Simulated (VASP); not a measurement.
Ir, 1 atom in the cell. It takes space group Fm-3m (No. 225, cubic). Conventional cell: a = 3.811 Å, b = 3.811 Å, c = 3.811 Å, α = 90.00°, β = 90.00°, γ = 90.00°. Within 3.6 Å of Ir (site symmetry m-3m) lie 12 Ir at 2.69 Å. 

* Program: VASP 6.6.1
* Task: single point
* Functional: LDA
* Potentials or basis: VASP PAW LDA potentials, release 64 (Ir_sv_GW)
* Cutoff: 560 eV
* k mesh: 18 × 18 × 18
* Occupations: gaussian, width 0.1 eV
* Spin: no spin polarisation
* Dipole correction: no
* Further INCAR settings: ALGO = Normal; EDIFF = 1e-06; NBANDS = 14

Potentials or basis: VASP PAW LDA potentials, release 64 (Ir_sv_GW).

Launch:

```sh
$ cat potpaw_LDA.64/Ir_sv_GW/POTCAR > POTCAR
$ mpirun -np 1 vasp_std > vasp.out
```

Hardware: 1 thread of AMD EPYC 7R13 Processor (Zen 3), with other jobs on the host.

Question: Estimate the wall time of this run.

Answer: Wall time 32 s on 1 thread of AMD EPYC 7R13 Processor (Zen 3) (shared host), peak memory 0.14 GiB. Counts: scf iterations 12, k points 195.
